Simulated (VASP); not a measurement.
# Sr (Fd-3m) in VASP: further runs

Runs on Sr. Level: PBEsol. Tasks: relaxation of cell and atoms.

All numbers are computed with VASP 6.6.1; they aren't measurements. Logs are shortened: lines on timing, memory, paths and dates and some standing lists are left out, and cuts for length are marked.

### Step 1. The cell of the first run

It takes space group Fd-3m (No. 227, cubic). The conventional cell has a = 8.053 Å, b = 8.053 Å, c = 8.053 Å, α = 90.00°, β = 90.00°, γ = 90.00°. Within 4.6 Å of Sr (site symmetry -43m) lie 4 Sr at 3.49 Å.

This isn't the form of Sr at room conditions, which is fcc.

### Step 2. Relaxation of cell and atoms, PBEsol

INCAR reads:

```
ALGO = Fast
EDIFF = 1E-6
EDIFFG = -0.01
ENCUT = 600
GGA = PS
IBRION = 2
ISIF = 3
ISMEAR = 0
LASPH = T
LCHARG = F
LREAL = F
LWAVE = F
NELM = 100
NSW = 100
PREC = Accurate
SIGMA = 0.1
```

KPOINTS reads:

```
k-points
0
Gamma
  12 12 12
```

POSCAR reads:

```
Sr
1.0
    0.0000000000      4.0263327112      4.0263327112
    4.0263327112      0.0000000000      4.0263327112
    4.0263327112      4.0263327112      0.0000000000
Sr
2
Direct
    0.5000000000      0.5000000000      0.5000000000
    0.7500000000      0.7500000000      0.7500000000
```

Potentials or basis: VASP PAW PBE potentials, release 64 (Sr_sv).

Run with:

```console
cat potpaw_PBE.64/Sr_sv/POTCAR > POTCAR
mpirun -np 1 vasp_std > vasp.out
```

OUTCAR:

```text
EDIFF = 1E-6
   EDIFFG = -0.01
   ENCUT = 600
   GGA = PS
   IBRION = 2
   ISIF = 3
   ISMEAR = 0
   LASPH = T
   LREAL = F
   NELM = 100
   NSW = 100
   PREC = Accurate

 ion  position               nearest neighbor table
   1  0.500  0.500  0.500-   2 3.49   2 3.49   2 3.49   2 3.49
   2  0.750  0.750  0.750-   1 3.49   1 3.49   1 3.49   1 3.49

  LATTYP: Found a face centered cubic cell.
 ALAT       =     8.0526654224

  Lattice vectors:

 A1 = (   0.0000000000,   4.0263327112,   4.0263327112)
 A2 = (   4.0263327112,   0.0000000000,   4.0263327112)
 A3 = (   4.0263327112,   4.0263327112,   0.0000000000)

Analysis of symmetry for initial positions (statically):
=====================================================================
 Subroutine PRICEL returns:
 Original cell was already a primitive cell.

 Routine SETGRP: Setting up the symmetry group for a
 face centered cubic supercell.

 Subroutine GETGRP returns: Found 48 space group operations
 (whereof 24 operations were pure point group operations)
 out of a pool of 48 trial point group operations.

The static configuration has the point symmetry T_d .
 The point group associated with its full space group is O_h .

Analysis of symmetry for dynamics (positions and initial velocities):
=====================================================================
 Subroutine PRICEL returns:
 Original cell was already a primitive cell.

 Routine SETGRP: Setting up the symmetry group for a
 face centered cubic supercell.

 Subroutine GETGRP returns: Found 48 space group operations
 (whereof 24 operations were pure point group operations)
 out of a pool of 48 trial point group operations.

The dynamic configuration has the point symmetry T_d .
 The point group associated with its full space group is O_h .

 Subroutine INISYM returns: Found 48 space group operations
 (whereof 24 operations are pure point group operations),
 and found     1 'primitive' translations

----------------------------------------------------------------------------------------

                                     Primitive cell

  volume of cell :     130.5446

  direct lattice vectors                    reciprocal lattice vectors
     0.000000000  4.026332711  4.026332711    -0.124182485  0.124182485  0.124182485
     4.026332711  0.000000000  4.026332711     0.124182485 -0.124182485  0.124182485
     4.026332711  4.026332711  0.000000000     0.124182485  0.124182485 -0.124182485

  length of vectors
     5.694094327  5.694094327  5.694094327     0.215090373  0.215090373  0.215090373

  position of ions in fractional coordinates (direct lattice)
     0.500000000  0.500000000  0.500000000
     0.750000000  0.750000000  0.750000000

  ion indices of the primitive-cell ions
   primitive index   ion index
                 1           1
                 2           2

----------------------------------------------------------------------------------------

 KPOINTS: k-points

Automatic generation of k-mesh.
 Grid dimensions read from file:
 generate k-points for:   12   12   12

 Generating k-lattice:

  Cartesian coordinates                     Fractional coordinates (reciprocal lattice)
    -0.010348540  0.010348540  0.010348540     0.083333333  0.000000000  0.000000000
     0.010348540 -0.010348540  0.010348540     0.000000000  0.083333333  0.000000000
     0.010348540  0.010348540 -0.010348540     0.000000000  0.000000000  0.083333333

  Length of vectors
     0.017924198  0.017924198  0.017924198

  Shift w.r.t. Gamma in fractional coordinates (k-lattice)
     0.000000000  0.000000000  0.000000000

 Subroutine IBZKPT returns following result:
 ===========================================

 Found     72 irreducible k-points:

 Following reciprocal coordinates:
            Coordinates               Weight
  0.000000  0.000000  0.000000      1.000000
  0.083333  0.000000  0.000000      8.000000
  0.166667  0.000000  0.000000      8.000000
  0.250000  0.000000  0.000000      8.000000
  0.333333  0.000000  0.000000      8.000000
  0.416667  0.000000  0.000000      8.000000
[... 16 lines left out ...]
  0.500000  0.166667  0.000000     24.000000
 -0.416667  0.166667  0.000000     24.000000
 [... further k-points ...]
   k-points           NKPTS =     72   k-points in BZ     NKDIM =     72   number of bands    NBANDS=     14
   number of dos      NEDOS =    301   number of ions     NIONS =      2
   total plane-waves  NPLWV = 110592
   dimension x,y,z NGX =    48 NGY =   48 NGZ =   48
   dimension x,y,z NGXF=    96 NGYF=   96 NGZF=   96
   ions per type =               2
   NGX,Y,Z   is equivalent  to a cutoff of  14.01, 14.01, 14.01 a.u.
   NGXF,Y,Z  is equivalent  to a cutoff of  28.03, 28.03, 28.03 a.u.
 SYSTEM =  unknown system
   PREC   = accura    normal or accurate (medium, high low for compatibility)
   ISTART =      0    job   : 0-new  1-cont  2-samecut
   ICHARG =      2    charge: 1-file 2-atom 10-const
   ISPIN  =      1    spin polarized calculation?
   LNONCOLLINEAR =      F non collinear calculations
   LSORBIT =      F    spin-orbit coupling
   LASPH  =      T    aspherical Exc in radial PAW
   ENCUT  =  600.0 eV  44.10 Ry    6.64 a.u.  11.37 11.37 11.37*2*pi/ulx,y,z
   NELM   =    100;   NELMIN=  2; NELMDL= -5     # of ELM steps
   EDIFF  = 0.1E-05   stopping-criterion for ELM
   LREAL  =      F    real-space projection
   EDIFFG = -.1E-01   stopping-criterion for IOM
   NSW    =    100    number of steps for IOM
   IBRION =      2    ionic relax: 0-MD 1-quasi-New 2-CG
   NFREE  =      1    steps in history (QN), initial steepest desc. (CG)
   ISIF   =      3    stress and relaxation
   ISYM   =      2    0-nonsym 1-usesym 2-fastsym
   POTIM  = 0.5000    time-step for ionic-motion
   TEBEG  =    0.0;   TEEND  =   0.0 temperature during run
   PSTRESS=    0.0 pullay stress
   NELECT =      20.0000    total number of electrons
   NUPDOWN=      -1.0000    fix difference up-down
   EMIN   =  10.00;   EMAX   =-10.00  energy-range for DOS
   EFERMI =   0.00;   METHOD = LEGACY
   ISMEAR =     0;   SIGMA  =   0.10  broadening in eV -4-tet -1-fermi 0-gaus
   EFERMI_NEDOS =   21; number of points for ismear=-14 and -15
   IALGO  =     68    algorithm
   IMIX   =      4    mixing-type and parameters
     AMIX     =   0.40;   BMIX     =  1.00
     AMIX_MAG =   1.60;   BMIX_MAG =  1.00
  volume/ion in A,a.u.               =      65.27       440.48
  Fermi-wavevector in a.u.,A,eV,Ry     =   0.875989  1.655379 10.440515  0.767356
  Thomas-Fermi vector in A             =   1.995736
   LORBIT       =      0    0 simple, 1 ext, 2 COOP (PROOUT), +10 PAW based schemes
   GGA     = PS    functional components
   LHFCALC =     F    Hartree Fock is set to
   AEXX    =    0.0000 exact exchange contribution
   IVDW    =     0    specifies the selected vdW correction
   LEPSILON=     F    determine dielectric tensor
   LRPA    =     F    only Hartree local field effects (RPA)
 conjugate gradient relaxation of ions
 non-spin polarized calculation
 RMM-DIIS sequential band-by-band and
 Gauss-broadening in eV      SIGMA  =   0.10
  energy-cutoff  :      600.00
  volume of cell :      130.54
 maximum number of plane-waves:      4385
 NGX is ok and might be reduce to    48
   NGX = 23   NGY = 23   NGZ = 23

--------------------------------------- Ionic step        1  -------------------------------------------

 number of electron      20.0000000 magnetization

 Free energy of the ion-electron system (eV)
  ---------------------------------------------------
  ext. energy  EPLUGINS =         0.00000000
  ---------------------------------------------------
  free energy    TOTEN  =        -1.26617632 eV

  energy without entropy =       -1.24464153  energy(sigma->0) =       -1.25540893

------------------------ aborting loop because EDIFF is reached ----------------------------------------

  FORCE on cell =-STRESS in cart. coord.  units (eV):
  Direction    XX          YY          ZZ          XY          YZ          ZX
  --------------------------------------------------------------------------------------
  -------------------------------------------------------------------------------------
  Total        1.2281735      1.2281735      1.2281735      0.0000000     -0.0000000      0.0000000
  in kB       15.0734042     15.0734042     15.0734042      0.0000000     -0.0000000      0.0000000
  external PRESSURE =      15.0734042 kB  Pullay stress =       0.0000000 kB
[... 21 lines left out ...]
  energy  without entropy=       -1.2446415349  energy(sigma->0) =       -1.25540893

--------------------------------------- Ionic step        2  -------------------------------------------

 number of electron      20.0000000 magnetization

 E-fermi :   0.4701     XC(G=0):  -6.5731

 val. band max:        0.4319806208   @ k =   0.4167   0.3333   0.0833
 cond. band min:       0.4703786807   @ k =  -0.4167   0.4167   0.1667
 fundamental gap:      0.0383980600
 Fermi energy:         0.4701323867

 k-point     1 :       0.0000    0.0000    0.0000
  band No.  band energies     occupation
      1     -36.7068      2.00000
      2     -36.6231      2.00000
      3     -18.8087      2.00000
      4     -18.8087      2.00000
      5     -18.8087      2.00000
      6     -18.5446      2.00000
      7     -18.5446      2.00000
      8     -18.5446      2.00000
      9      -2.5896      2.00000
     10       1.2717      0.00000
     11       1.2717      0.00000
     12       1.3774      0.00000
     13       1.3774      0.00000
     14       1.3774      0.00000
[... 532 lines left out ...]
  energy  without entropy=       -1.5908645852  energy(sigma->0) =       -1.60081109

--------------------------------------- Ionic step        6  -------------------------------------------

 number of electron      20.0000001 magnetization

 Free energy of the ion-electron system (eV)
  ---------------------------------------------------
  ext. energy  EPLUGINS =         0.00000000
  ---------------------------------------------------
  free energy    TOTEN  =        -1.61163176 eV

  energy without entropy =       -1.59131345  energy(sigma->0) =       -1.60147261

 E-fermi :  -0.2540     XC(G=0):  -5.5538

 val. band max:       -0.2560945593   @ k =   0.3333   0.1667   0.0000
 cond. band min:      -0.2461996388   @ k =  -0.4167   0.3333   0.0833
 fundamental gap:      0.0098949205
 Fermi energy:        -0.2539937410

 k-point     1 :       0.0000    0.0000    0.0000
  band No.  band energies     occupation
      1     -37.7951      2.00000
      2     -37.7778      2.00000
      3     -19.7955      2.00000
      4     -19.7955      2.00000
      5     -19.7955      2.00000
      6     -19.7102      2.00000
      7     -19.7102      2.00000
      8     -19.7102      2.00000
      9      -3.0027      2.00000
     10       0.4110      0.00000
     11       0.4110      0.00000
     12       0.4110      0.00000
     13       0.6037      0.00000
     14       0.6037      0.00000
[... 420 lines left out ...]
  FREE ENERGIE OF THE ION-ELECTRON SYSTEM (eV)
  ---------------------------------------------------
  free  energy   TOTEN  =        -1.6116317606 eV

  energy  without entropy=       -1.5913134497  energy(sigma->0) =       -1.60147261

 reached required accuracy - stopping structural energy minimisation
```

It took 34 min on 1 thread of Intel Xeon 6975P-C (Granite Rapids), shared host; peak memory 0.5 GiB.

What came out:

* Free energy: -1.6116 eV
* Relaxed volume: 103.58 Å³/atom
* Relaxed cell: a = 6.642 Å, b = 6.642 Å, c = 6.642 Å, α = 60.00°, β = 60.00°, γ = 60.00°
* Space group after relaxing (to 0.1 Å): Fd-3m (No. 227)
* Energy gained by relaxing: 172.7 meV/atom
* Ionic steps: 6
* Pressure after relaxing: 0.0 GPa
* Band gap on the k mesh: zero (bands 10 and 11 overlap by 0.78 eV)

Step by step:
```
step  energy change (eV)  largest force (eV/Å)  pressure (GPa)  volume (Å³)
   1              0.0000                0.0000            1.51       130.54
   2             -0.1030                0.0000            1.27       142.49
   3             -0.3144                0.0000            0.42       182.67
   4             -0.1516                0.0000           -0.58       284.33
   5             -0.3446                0.0000           -0.06       211.65
   6             -0.3455                0.0000            0.01       207.15
```

Final structure:
```xyz
2
Lattice="0.0000 4.6963 4.6963 4.6963 0.0000 4.6963 4.6963 4.6963 0.0000" Properties=species:S:1:pos:R:3 pbc="T T T"
Sr    4.6963    4.6963    4.6963
Sr    7.0444    7.0444    7.0444
```

Caveat: the volume moved by over 15 % at a fixed basis, so the end points are rough; the PAW data sets were made with another functional, which shifts forces and pressure a little.

### Step 3. Relaxation of cell and atoms, PBEsol

This run uses another cell than the first one, of 103.02 Å³/atom.

INCAR reads:

```
PREC = Accurate
ENCUT = 600
EDIFF = 1E-6
ISMEAR = 0
SIGMA = 0.1
LREAL = F
LASPH = T
NELM = 60
ALGO = Fast
ISIF = 3
LWAVE = F
LCHARG = F
GGA = PS
IBRION = 2
NSW = 100
EDIFFG = -0.01
```

KPOINTS reads:

```
regular mesh
0
Gamma
  10 10 10
```

POSCAR reads:

```
Sr
1.0
    0.0000000000      4.6878108708      4.6878108708
    4.6878108708      0.0000000000      4.6878108708
    4.6878108708      4.6878108708      0.0000000000
Sr
2
Direct
    0.5000000000      0.5000000000      0.5000000000
    0.7500000000      0.7500000000      0.7500000000
```

Potentials or basis: VASP PAW PBE potentials, release 64 (Sr_sv).

Run with:

```console
cat potpaw_PBE.64/Sr_sv/POTCAR > POTCAR
mpirun -np 1 vasp_std > vasp.out
```

Wall time 5.9 min (1 thread of Intel Xeon 6975P-C (Granite Rapids), shared host); peak memory 0.49 GiB.

The run converged. Its results:

| Property | Result |
| --- | --- |
| Free energy | -1.6142 eV |
| Relaxed volume | 103.49 Å³/atom |
| Relaxed cell | a = 6.640 Å, b = 6.640 Å, c = 6.640 Å, α = 60.00°, β = 60.00°, γ = 60.00° |
| Space group after relaxing (to 0.1 Å) | Fd-3m (No. 227) |
| Energy gained by relaxing | 0.1 meV/atom |
| Ionic steps | 3 |
| Pressure after relaxing | 0.0 GPa |
| Band gap on the k mesh | zero (bands 10 and 11 overlap by 0.78 eV) |

The path:
| step | energy change (eV) | largest force (eV/Å) | pressure (GPa) | volume (Å³) |
| --- | --- | --- | --- | --- |
| 1 | 0.0000 | 0.0000 | 0.03 | 206.03 |
| 2 | -0.0001 | 0.0000 | 0.02 | 206.62 |
| 3 | -0.0001 | 0.0000 | 0.01 | 206.98 |

Final structure:
```yaml
crystal:
  lattice:
    - [0.00000, 4.69500, 4.69500]
    - [4.69500, 0.00000, 4.69500]
    - [4.69500, 4.69500, 0.00000]
  atoms:
    - { symbol: Sr, position: [0.50000, 0.50000, 0.50000] }
    - { symbol: Sr, position: [0.75000, 0.75000, 0.75000] }
```

Levels at points of the mesh, in eV from the Fermi level:
```tsv
k point	band 7	band 8	band 9	band 10	band 11	band 12	band 13	band 14
(0.00, 0.00, 0.00)	-19.45	-19.45	-2.75	0.67	0.67	0.67	0.86	0.86
(0.50, 0.00, 0.00)	-19.45	-19.45	-1.81	-0.75	0.65	0.70	0.70	0.86
(0.50, 0.50, 0.00)	-19.44	-19.44	-1.05	-1.05	0.14	0.14	0.84	0.84
```

Caveat: the PAW data sets were made with another functional, which shifts forces and pressure a little.

The gap in the log of VASP goes by the Fermi energy; the results here count the filled bands.